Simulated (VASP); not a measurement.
# LaAl3As2H6O14 (Arsenoflorencite-(La)) (R-3m) in VASP: a series of runs, part 2 of 2

VASP 6.6.1. The steps go on from the part before.

## Step 3: Electric field gradients, r2SCAN

POSCAR reads:

```
LaAl3As2H6O14
1.0
    3.5158000000      2.0298480764      5.5050333333
   -3.5158000000      2.0298480764      5.5050333333
    0.0000000000     -4.0596961528      5.5050333333
La Al H As O
1 3 6 2 14
Direct
    0.0000000000      0.0000000000      0.0000000000
    0.0000000000      0.0000000000      0.5000000000
    0.5000000000      0.0000000000      0.0000000000
    0.0000000000      0.5000000000      0.0000000000
    0.3194852071      0.7142829983      0.3194852071
    0.3194852071      0.3194852071      0.7142829983
    0.7142829983      0.3194852071      0.3194852071
    0.6805147929      0.2857170017      0.6805147929
    0.2857170017      0.6805147929      0.6805147929
    0.6805147929      0.6805147929      0.2857170017
    0.3164716133      0.3164716133      0.3164716133
    0.6835283867      0.6835283867      0.6835283867
    0.5818354255      0.5818354255      0.5818354255
    0.4181645745      0.4181645745      0.4181645745
    0.1487978789      0.5409238864      0.1487978789
    0.1487978789      0.1487978789      0.5409238864
    0.5409238864      0.1487978789      0.1487978789
    0.8512021211      0.4590761136      0.8512021211
    0.4590761136      0.8512021211      0.8512021211
    0.8512021211      0.8512021211      0.4590761136
    0.2609548630      0.8897253234      0.2609548630
    0.2609548630      0.2609548630      0.8897253234
    0.8897253234      0.2609548630      0.2609548630
    0.7390451370      0.1102746766      0.7390451370
    0.1102746766      0.7390451370      0.7390451370
    0.7390451370      0.7390451370      0.1102746766
```

INCAR.step1 reads:

```
  ALGO = Normal
  EDIFF = 1E-4
  ENCUT = 520
  GGA = PE
  ISMEAR = -1
  LASPH = T
  LCHARG = F
  LREAL = Auto
  LWAVE = T
  NBANDS = 79
  NELM = 100
  PREC = Accurate
  SIGMA = 0.02
```

INCAR.step2 reads:

```
  ALGO = Normal
  EDIFF = 1E-8
  ENCUT = 520
  ISIF = 2
  ISMEAR = -1
  ISTART = 1
  LASPH = T
  LCHARG = F
  LEFG = T
  LMIXTAU = T
  LREAL = Auto
  LWAVE = F
  METAGGA = R2SCAN
  NBANDS = 79
  NELM = 100
  PREC = Accurate
  SIGMA = 0.02
```

KPOINTS reads:

```
k-points
0
Gamma
  4 4 4
```

Potentials or basis: VASP PAW PBE potentials, release 64 (La, Al, H, As, O).

Launch:

```bash
cat potpaw_PBE.64/La/POTCAR potpaw_PBE.64/Al/POTCAR potpaw_PBE.64/H/POTCAR potpaw_PBE.64/As/POTCAR potpaw_PBE.64/O/POTCAR > POTCAR
cp INCAR.step1 INCAR
mpirun -np 1 vasp_std > vasp.out
cp INCAR.step2 INCAR
mpirun -np 1 vasp_std > vasp.out
```

OUTCAR:

```text
EDIFF = 1E-8
   ENCUT = 520
   ISIF = 2
   ISMEAR = -1
   ISTART = 1
   LASPH = T
   LREAL = Auto
   METAGGA = R2SCAN
   NELM = 100
   PREC = Accurate

 ion  position               nearest neighbor table
   1  0.000  0.000  0.000-  16 2.62  20 2.62  17 2.62  18 2.62  19 2.62  15 2.62  22 2.72  26 2.72
                            23 2.72  24 2.72  25 2.72  21 2.72   2 3.42   2 3.42   4 3.42   3 3.42
   2  0.000  0.000  0.500-  21 1.89  23 1.89  24 1.89  25 1.89  16 1.91  20 1.91   1 3.42   1 3.42

   3  0.500  0.000  0.000-  21 1.89  24 1.89  22 1.89  26 1.89  17 1.91  19 1.91   1 3.42   1 3.42

   4  0.000  0.500  0.000-  23 1.89  25 1.89  22 1.89  26 1.89  15 1.91  18 1.91   1 3.42   1 3.42
[... 9 lines left out ...]
  13  0.582  0.582  0.582-  12 1.68
  14  0.418  0.418  0.418-  11 1.68
  15  0.149  0.541  0.149-  11 1.70   4 1.91   1 2.62
  16  0.149  0.149  0.541-  11 1.70   2 1.91   1 2.62
  17  0.541  0.149  0.149-  11 1.70   3 1.91   1 2.62
  18  0.851  0.459  0.851-  12 1.70   4 1.91   1 2.62
  19  0.459  0.851  0.851-  12 1.70   3 1.91   1 2.62
  20  0.851  0.851  0.459-  12 1.70   2 1.91   1 2.62
  21  0.261  0.890  0.261-   5 1.00   3 1.89   2 1.89   1 2.72
  22  0.261  0.261  0.890-   6 1.00   4 1.89   3 1.89   1 2.72
  23  0.890  0.261  0.261-   7 1.00   4 1.89   2 1.89   1 2.72
  24  0.739  0.110  0.739-   8 1.00   3 1.89   2 1.89   1 2.72
  25  0.110  0.739  0.739-   9 1.00   4 1.89   2 1.89   1 2.72
  26  0.739  0.739  0.110-  10 1.00   4 1.89   3 1.89   1 2.72

[... 1261 lines left out ...]
 ion       V_xx      V_yy      V_zz      V_xy      V_xz      V_yz
---------------------------------------------------------------------
   1      -0.654    -0.654     1.307    -0.000    -0.000    -0.000
   2      -4.036    -0.953     4.989    -0.000     0.000     7.821
   3      -1.724    -3.265     4.989     1.335    -6.773    -3.911
   4      -1.724    -3.265     4.989    -1.335     6.773    -3.911
   5      13.971    -3.825   -10.146   -15.412   -11.050     6.380
   6     -12.724    22.870   -10.146    -0.000     0.000   -12.759
[... 18 lines left out ...]
  25      49.856     5.044   -54.900    38.808    46.218    26.684
  26     -17.362    72.262   -54.900    -0.000     0.000   -53.367
---------------------------------------------------------------------

 Electric field gradients after diagonalization (V/A^2)
 (convention: |V_zz| > |V_xx| > |V_yy|)
----------------------------------------------------------------------
 ion       V_xx      V_yy      V_zz     asymmetry (V_yy - V_xx)/ V_zz
----------------------------------------------------------------------
   1      -0.654    -0.654     1.307       0.000
   2      -6.348    -4.036    10.385       0.223
   3      -6.348    -4.036    10.385       0.223
   4      -6.348    -4.036    10.385       0.223
   5     -14.502   -12.724    27.226       0.065
   6     -14.502   -12.724    27.226       0.065
[... 18 lines left out ...]
  25     -74.329   -17.362    91.691       0.621
  26     -74.329   -17.362    91.691       0.621
----------------------------------------------------------------------

           NMR quadrupolar parameters

 Cq : quadrupolar parameter    Cq=e*Q*V_zz/h
 eta: asymmetry parameters     (V_yy - V_xx)/ V_zz
 Q  : nuclear electric quadrupole moment in mb (millibarn)
----------------------------------------------------------------------
 ion       Cq(MHz)       eta       Q (mb)
----------------------------------------------------------------------
   1       0.003       0.000       1.000
   2       0.025       0.223       1.000
   3       0.025       0.223       1.000
   4       0.025       0.223       1.000
   5       0.066       0.065       1.000
   6       0.066       0.065       1.000
[... 18 lines left out ...]
  25       0.222       0.621       1.000
  26       0.222       0.621       1.000
----------------------------------------------------------------------
```

OSZICAR.step1:

```text
N       E                     dE             d eps       ncg     rms          rms(c)
DAV:   1     0.123241241584E+04    0.12324E+04   -0.56196E+04  2455   0.182E+03
DAV:   2     0.436214656553E+01   -0.12281E+04   -0.10869E+04  2549   0.438E+02
DAV:   3    -0.176986329304E+03   -0.18135E+03   -0.17598E+03  2534   0.165E+02
DAV:   4    -0.186483465947E+03   -0.94971E+01   -0.94342E+01  3172   0.402E+01
DAV:   5    -0.186806605163E+03   -0.32314E+00   -0.32263E+00  3524   0.566E+00    0.290E+01
DAV:   6    -0.166241206787E+03    0.20565E+02   -0.90352E+01  2620   0.324E+01    0.119E+01
DAV:   7    -0.166398509842E+03   -0.15730E+00   -0.49050E+00  3060   0.971E+00    0.539E+00
DAV:   8    -0.166356091381E+03    0.42418E-01   -0.31998E-01  3116   0.276E+00    0.204E+00
DAV:   9    -0.166362446814E+03   -0.63554E-02   -0.68203E-02  2621   0.133E+00    0.272E-01
DAV:  10    -0.166364473894E+03   -0.20271E-02   -0.89946E-03  2972   0.430E-01    0.212E-01
DAV:  11    -0.166365292781E+03   -0.81889E-03   -0.20836E-03  2764   0.209E-01    0.847E-02
DAV:  12    -0.166365460351E+03   -0.16757E-03   -0.24034E-04  1900   0.853E-02    0.372E-02
DAV:  13    -0.166365528558E+03   -0.68207E-04   -0.23686E-04  1852   0.749E-02
   1 F= -.16636553E+03 E0= -.16636553E+03  d E =-.132951E-11
```

It took 51 min on 1 thread of Intel Xeon Platinum 8259CL at 2.50GHz (Skylake/Cascade Lake), shared host; peak memory 0.58 GiB.

Results:

| Property | Result |
| --- | --- |
| Free energy | -240.3024 eV |
| Pressure | -0.3 GPa |
| Largest force | 0.317 eV/Å |
| Band gap on the k mesh | 5.18 eV, indirect (least direct gap 5.36 eV) |

Forces in eV/Å, atoms in the order of the input:
```
La   0.000  0.000  0.000
Al   0.000  0.000  0.000
Al   0.000  0.000  0.000
Al   0.000  0.000  0.000
H   -0.234  0.135  0.116
H    0.000 -0.270  0.116
H    0.234  0.135  0.116
H    0.234 -0.135 -0.116
H   -0.234 -0.135 -0.116
H    0.000  0.270 -0.116
As   0.000  0.000 -0.089
As   0.000  0.000  0.089
O    0.000  0.000  0.282
O    0.000  0.000 -0.282
O    0.272 -0.157 -0.045
O    0.000  0.314 -0.045
O   -0.272 -0.157 -0.045
O   -0.272  0.157  0.045
O    0.272  0.157  0.045
O    0.000 -0.314  0.045
O    0.144 -0.083  0.037
O    0.000  0.167  0.037
O   -0.144 -0.083  0.037
O   -0.144  0.083 -0.037
O    0.144  0.083 -0.037
O    0.000 -0.167 -0.037
```

Levels at points of the mesh, in eV from the valence-band top:
| k point | band 57 | band 58 | band 59 | band 60 | band 61 | band 62 | band 63 | band 64 |
| --- | --- | --- | --- | --- | --- | --- | --- | --- |
| (0.00, 0.00, 0.00) | -0.54 | -0.54 | -0.51 | -0.18 | 5.18 | 5.44 | 5.49 | 5.51 |
| (0.50, 0.00, 0.00) | -0.75 | -0.57 | -0.42 | 0.00 | 5.35 | 5.47 | 5.50 | 5.53 |
| (0.50, 0.50, 0.00) | -0.61 | -0.41 | -0.29 | -0.27 | 5.41 | 5.48 | 5.48 | 5.54 |
| (0.50, 0.50, 0.50) | -0.67 | -0.49 | -0.49 | 0.00 | 5.38 | 5.50 | 5.50 | 5.53 |

Electric field gradients, principal values (V/Å²):
```csv
atom,least,middle,greatest (by size)
1 La,-0.654,-0.654,1.307
2 Al,-4.036,-6.348,10.385
3 Al,-4.036,-6.348,10.385
4 Al,-4.036,-6.348,10.385
5 H,-12.724,-14.502,27.226
6 H,-12.724,-14.502,27.226
7 H,-12.724,-14.502,27.226
8 H,-12.724,-14.502,27.226
9 H,-12.724,-14.502,27.226
10 H,-12.724,-14.502,27.226
11 As,23.228,23.228,-46.455
12 As,23.228,23.228,-46.455
13 O,-66.463,-66.463,132.926
14 O,-66.463,-66.463,132.926
15 O,-36.177,-92.503,128.680
16 O,-36.177,-92.503,128.680
17 O,-36.177,-92.503,128.680
18 O,-36.177,-92.503,128.680
19 O,-36.177,-92.503,128.680
20 O,-36.177,-92.503,128.680
21 O,-17.362,-74.329,91.691
22 O,-17.362,-74.329,91.691
23 O,-17.362,-74.329,91.691
24 O,-17.362,-74.329,91.691
25 O,-17.362,-74.329,91.691
26 O,-17.362,-74.329,91.691
```

Caveat: without QUAD_EFG the Cq values of the log hold for a quadrupole moment of 1 mb, not for the nuclei; the PAW data sets were made with another functional, which shifts forces and pressure a little; spin-orbit coupling is left out, which moves the levels of the heavy elements.
